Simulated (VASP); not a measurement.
Write the native input for VASP 6.6.1 that does the following.

```yaml
Task: single point
Functional: PBE
Potentials_or_basis: VASP PAW PBE potentials, release 64 (C)
Cutoff: 520 eV
k_mesh: 12 × 12 × 3
Occupations: fermi-dirac, width 0.05 eV
Spin: no spin polarisation
Dipole_correction: no
Further_INCAR_settings: ALGO = Normal; EDIFF = 1e-06; NBANDS = 11
```

The structure of C lies in POSCAR:

```
C
1.0
    2.4561701622      0.0000000000      0.0000000000
   -1.2280850811      2.1271057565      0.0000000000
    0.0000000000      0.0000000000      8.5238033600
C
2
Direct
    0.6666666667      0.3333333333      0.0000000000
    0.3333333333      0.6666666667      0.0000000000
```

These files were run (other wordings do the same):

INCAR

```
SYSTEM = C
  ALGO = Normal
  EDIFF = 1E-6
  ENCUT = 520
  GGA = PE
  ISIF = 2
  ISMEAR = -1
  LASPH = .True.
  LCHARG = .False.
  LREAL = .False.
  LWAVE = .False.
  NBANDS = 11
  NELM = 80
  PREC = Accurate
  SIGMA = 0.05
```

KPOINTS

```
k-points
0
Gamma
  12 12 3
  0 0 0
```

Potentials or basis: VASP PAW PBE potentials, release 64 (C).

Run with:

```sh
$ cat potpaw_PBE.64/C/POTCAR > POTCAR
$ mpirun -np 1 vasp_std > vasp.out
```

It gave:

```json
{
  "Band gap on the k mesh": "zero (filled and empty bands touch)"
}
```

It took 9.8 s on 1 thread of AMD EPYC 9R14 (Zen 4), on a shared host, peak memory 0.12 GiB.
